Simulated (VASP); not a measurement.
# Zr (Im-3m) in VASP: a series of runs, part 2 of 2

VASP 6.6.1.

### Step 3. Relaxation of cell and atoms, PBE+D3(BJ)

This run uses another cell than the first one, of 22.84 Å³/atom, 1.047 times its volume.

File INCAR:

```
  PREC = Accurate
  ENCUT = 600
  EDIFF = 1E-7
  ISMEAR = 0
  SIGMA = 0.1
  LREAL = False
  LASPH = True
  NELM = 80
  ALGO = Normal
  ISIF = 3
  LWAVE = False
  LCHARG = False
  GGA = PE
  IVDW = 12
  IBRION = 2
  NSW = 70
  EDIFFG = -0.005
```

File KPOINTS:

```
regular mesh
0
Gamma
  16 16 16
```

File POSCAR:

```
Zr
1.0
   -1.7872809733      1.7872809733      1.7872809733
    1.7872809733     -1.7872809733      1.7872809733
    1.7872809733      1.7872809733     -1.7872809733
Zr
1
Direct
    0.0000000000      0.0000000000      0.0000000000
```

Potentials or basis: VASP PAW PBE potentials, release 64 (Zr_sv).

The run is started by

```console
> cat potpaw_PBE.64/Zr_sv/POTCAR > POTCAR
> mpirun -np 1 vasp_std > vasp.out
```

OUTCAR:

```text
PREC = Accurate
   ENCUT = 600
   EDIFF = 1E-7
   ISMEAR = 0
   LREAL = False
   LASPH = True
   NELM = 80
   ISIF = 3
   GGA = PE
   IVDW = 12
   IBRION = 2
   NSW = 70
   EDIFFG = -0.005
 IVDW          = 12

 ion  position               nearest neighbor table
   1  0.000  0.000  0.000-

  LATTYP: Found a body centered cubic cell.
 ALAT       =     3.5745619466

  Lattice vectors:

 A1 = (  -1.7872809733,   1.7872809733,   1.7872809733)
 A2 = (   1.7872809733,  -1.7872809733,   1.7872809733)
 A3 = (   1.7872809733,   1.7872809733,  -1.7872809733)

Analysis of symmetry for initial positions (statically):
=====================================================================
 Subroutine PRICEL returns:
 Original cell was already a primitive cell.

 Routine SETGRP: Setting up the symmetry group for a
 body centered cubic supercell.

 Subroutine GETGRP returns: Found 48 space group operations
 (whereof 48 operations were pure point group operations)
 out of a pool of 48 trial point group operations.

The static configuration has the point symmetry O_h .

Analysis of symmetry for dynamics (positions and initial velocities):
=====================================================================
 Subroutine PRICEL returns:
 Original cell was already a primitive cell.

 Routine SETGRP: Setting up the symmetry group for a
 body centered cubic supercell.

 Subroutine GETGRP returns: Found 48 space group operations
 (whereof 48 operations were pure point group operations)
 out of a pool of 48 trial point group operations.

The dynamic configuration has the point symmetry O_h .

 Subroutine INISYM returns: Found 48 space group operations
 (whereof 48 operations are pure point group operations),
 and found     1 'primitive' translations

----------------------------------------------------------------------------------------

                                     Primitive cell

  volume of cell :      22.8370

  direct lattice vectors                    reciprocal lattice vectors
    -1.787280973  1.787280973  1.787280973     0.000000000  0.279754559  0.279754559
     1.787280973 -1.787280973  1.787280973     0.279754559  0.000000000  0.279754559
     1.787280973  1.787280973 -1.787280973     0.279754559  0.279754559  0.000000000

  length of vectors
     3.095661453  3.095661453  3.095661453     0.395632691  0.395632691  0.395632691

  position of ions in fractional coordinates (direct lattice)
     0.000000000  0.000000000  0.000000000

  ion indices of the primitive-cell ions
   primitive index   ion index
                 1           1

----------------------------------------------------------------------------------------

 KPOINTS: regular mesh

Automatic generation of k-mesh.
 Grid dimensions read from file:
 generate k-points for:   16   16   16

 Generating k-lattice:

  Cartesian coordinates                     Fractional coordinates (reciprocal lattice)
     0.000000000  0.017484660  0.017484660     0.062500000  0.000000000  0.000000000
     0.017484660  0.000000000  0.017484660     0.000000000  0.062500000  0.000000000
     0.017484660  0.017484660  0.000000000     0.000000000  0.000000000  0.062500000

  Length of vectors
     0.024727043  0.024727043  0.024727043

  Shift w.r.t. Gamma in fractional coordinates (k-lattice)
     0.000000000  0.000000000  0.000000000

 Subroutine IBZKPT returns following result:
 ===========================================

 Found    145 irreducible k-points:

 Following reciprocal coordinates:
            Coordinates               Weight
  0.000000  0.000000  0.000000      1.000000
  0.062500  0.000000  0.000000     12.000000
  0.125000  0.000000  0.000000     12.000000
  0.187500  0.000000  0.000000     12.000000
  0.250000  0.000000  0.000000     12.000000
  0.312500  0.000000  0.000000     12.000000
[... 16 lines left out ...]
  0.187500  0.187500  0.000000     24.000000
  0.250000  0.187500 -0.000000     48.000000
 [... further k-points ...]
   k-points           NKPTS =    145   k-points in BZ     NKDIM =    145   number of bands    NBANDS=     10
   number of dos      NEDOS =    301   number of ions     NIONS =      1
   total plane-waves  NPLWV =  21952
   dimension x,y,z NGX =    28 NGY =   28 NGZ =   28
   dimension x,y,z NGXF=    56 NGYF=   56 NGZF=   56
   ions per type =               1
   NGX,Y,Z   is equivalent  to a cutoff of  15.04, 15.04, 15.04 a.u.
   NGXF,Y,Z  is equivalent  to a cutoff of  30.07, 30.07, 30.07 a.u.
 SYSTEM =  unknown system
   PREC   = accura    normal or accurate (medium, high low for compatibility)
   ISTART =      0    job   : 0-new  1-cont  2-samecut
   ICHARG =      2    charge: 1-file 2-atom 10-const
   ISPIN  =      1    spin polarized calculation?
   LNONCOLLINEAR =      F non collinear calculations
   LSORBIT =      F    spin-orbit coupling
   LASPH  =      T    aspherical Exc in radial PAW
   ENCUT  =  600.0 eV  44.10 Ry    6.64 a.u.   6.18  6.18  6.18*2*pi/ulx,y,z
   NELM   =     80;   NELMIN=  2; NELMDL= -5     # of ELM steps
   EDIFF  = 0.1E-06   stopping-criterion for ELM
   LREAL  =      F    real-space projection
   EDIFFG = -.5E-02   stopping-criterion for IOM
   NSW    =     70    number of steps for IOM
   IBRION =      2    ionic relax: 0-MD 1-quasi-New 2-CG
   NFREE  =      1    steps in history (QN), initial steepest desc. (CG)
   ISIF   =      3    stress and relaxation
   ISYM   =      2    0-nonsym 1-usesym 2-fastsym
   POTIM  = 0.5000    time-step for ionic-motion
   TEBEG  =    0.0;   TEEND  =   0.0 temperature during run
   PSTRESS=    0.0 pullay stress
   NELECT =      12.0000    total number of electrons
   NUPDOWN=      -1.0000    fix difference up-down
   EMIN   =  10.00;   EMAX   =-10.00  energy-range for DOS
   EFERMI =   0.00;   METHOD = LEGACY
   ISMEAR =     0;   SIGMA  =   0.10  broadening in eV -4-tet -1-fermi 0-gaus
   EFERMI_NEDOS =   21; number of points for ismear=-14 and -15
   IALGO  =     38    algorithm
   IMIX   =      4    mixing-type and parameters
     AMIX     =   0.40;   BMIX     =  1.00
     AMIX_MAG =   1.60;   BMIX_MAG =  1.00
  volume/ion in A,a.u.               =      22.84       154.11
  Fermi-wavevector in a.u.,A,eV,Ry     =   1.321060  2.496441 23.744867  1.745199
  Thomas-Fermi vector in A             =   2.450841
   LORBIT       =      0    0 simple, 1 ext, 2 COOP (PROOUT), +10 PAW based schemes
   GGA     = PE    functional components
   LHFCALC =     F    Hartree Fock is set to
   AEXX    =    0.0000 exact exchange contribution
   IVDW    =    12    specifies the selected vdW correction
   LEPSILON=     F    determine dielectric tensor
   LRPA    =     F    only Hartree local field effects (RPA)
 conjugate gradient relaxation of ions
 non-spin polarized calculation
 Gauss-broadening in eV      SIGMA  =   0.10
  energy-cutoff  :      600.00
  volume of cell :       22.84
 maximum number of plane-waves:       784
 NGX is ok and might be reduce to    28
   NGX = 13   NGY = 13   NGZ = 13

--------------------------------------- Ionic step        1  -------------------------------------------

 number of electron      12.0000000 magnetization

 Free energy of the ion-electron system (eV)
  ---------------------------------------------------
  ext. energy  EPLUGINS =         0.00000000
  ---------------------------------------------------
  free energy    TOTEN  =        -8.44027485 eV

  energy without entropy =       -8.43032515  energy(sigma->0) =       -8.43530000

------------------------ aborting loop because EDIFF is reached ----------------------------------------

 Edisp (eV)   -0.53832

 E8    (eV) :    -0.2762
[... 69 lines left out ...]
--------------------------------------- Ionic step        3  -------------------------------------------

 number of electron      12.0000000 magnetization

 Free energy of the ion-electron system (eV)
  ---------------------------------------------------
  ext. energy  EPLUGINS =         0.00000000
  ---------------------------------------------------
  free energy    TOTEN  =        -8.42685661 eV

  energy without entropy =       -8.41775256  energy(sigma->0) =       -8.42230459

 E-fermi :   9.4325     XC(G=0): -11.3733

 val. band max:        9.4305387525   @ k =   0.1250   0.1250   0.0625
 cond. band min:       9.4440060951   @ k =   0.1875   0.1875   0.0000
 fundamental gap:      0.0134673426
 Fermi energy:         9.4324793858

 k-point     1 :       0.0000    0.0000    0.0000
  band No.  band energies     occupation
      1     -38.9261      2.00000
      2     -16.3379      2.00000
      3     -16.3379      2.00000
      4     -16.3379      2.00000
      5       3.9771      2.00000
      6      10.5972      0.00000
      7      10.5972      0.00000
      8      10.5972      0.00000
      9      13.2452      0.00000
     10      13.2452      0.00000
[... 287 lines left out ...]
 k-point    24 :       0.2500    0.1875   -0.0000
  band No.  band energies     occupation
      1     -38.7519      2.00000
      2     -17.2662      2.00000
      3     -16.7194      2.00000
      4     -16.4404      2.00000
      5       7.2079      2.00000
      6       8.8652      2.00000
      7       9.4857      0.45149
      8      12.7051      0.00000
      9      13.9970      0.00000
     10      15.4982      0.00000

 [... further k-points ...]

------------------------ aborting loop because EDIFF is reached ----------------------------------------

 Edisp (eV)   -0.56458

 E8    (eV) :    -0.2899
[... 24 lines left out ...]
  FREE ENERGIE OF THE ION-ELECTRON SYSTEM (eV)
  ---------------------------------------------------
  free  energy   TOTEN  =        -8.9914361845 eV

  energy  without entropy=       -8.9823321412  energy(sigma->0) =       -8.98688416

 reached required accuracy - stopping structural energy minimisation
```

CONTCAR:

```text
Zr
   1.00000000000000
    -1.7604205978541738    1.7604205978541738    1.7604205978541738
     1.7604205978541738   -1.7604205978541738    1.7604205978541738
     1.7604205978541738    1.7604205978541738   -1.7604205978541738
  Zr
     1
Direct
     0.0000000000000000    0.0000000000000000    0.0000000000000000

  0.00000000E+00  0.00000000E+00  0.00000000E+00
```

It took 4 min on 1 thread of AMD EPYC 7R13, shared host; peak memory 0.17 GiB.

Results:

- Free energy: -8.9914 eV
- Relaxed volume: 21.82 Å³/atom
- Relaxed cell: a = 3.049 Å, b = 3.049 Å, c = 3.049 Å, α = 109.47°, β = 109.47°, γ = 109.47°
- Space group after relaxing (to 0.05 Å): Im-3m (No. 229)
- Energy gained by relaxing: 12.8 meV/atom
- Ionic steps: 3
- Pressure after relaxing: 0.0 GPa
- Band gap on the k mesh: zero (band 6 reaches 10.60 eV, above the bottom of band 7 at 8.65 eV)
- Dispersion energy per atom: -0.565 eV

The path:
```tsv
step	energy change (eV)	largest force (eV/Å)	pressure (GPa)	volume (Å³)
1	0.0000	0.0000	-3.92	22.84
2	-0.0045	0.0000	3.51	21.04
3	-0.0128	0.0000	-0.01	21.82
```

Final structure:
```
Zr
1.0
    -1.76042    1.76042    1.76042
     1.76042   -1.76042    1.76042
     1.76042    1.76042   -1.76042
Zr
1
Direct
  0.00000 0.00000 0.00000
```

Levels at points of the mesh, in eV from the Fermi level:
```csv
k point,band 4,band 5,band 6,band 7,band 8,band 9
"(0.00, 0.00, 0.00)",-25.77,-5.46,1.16,1.16,1.16,3.81
"(0.50, 0.00, 0.00)",-25.78,-2.96,-0.77,1.89,3.84,4.56
"(0.50, 0.50, 0.50)",-26.58,-2.80,-2.80,6.07,6.07,6.07
```

Caveat: pairwise dispersion overbinds metals, which lowers pressure and volume.
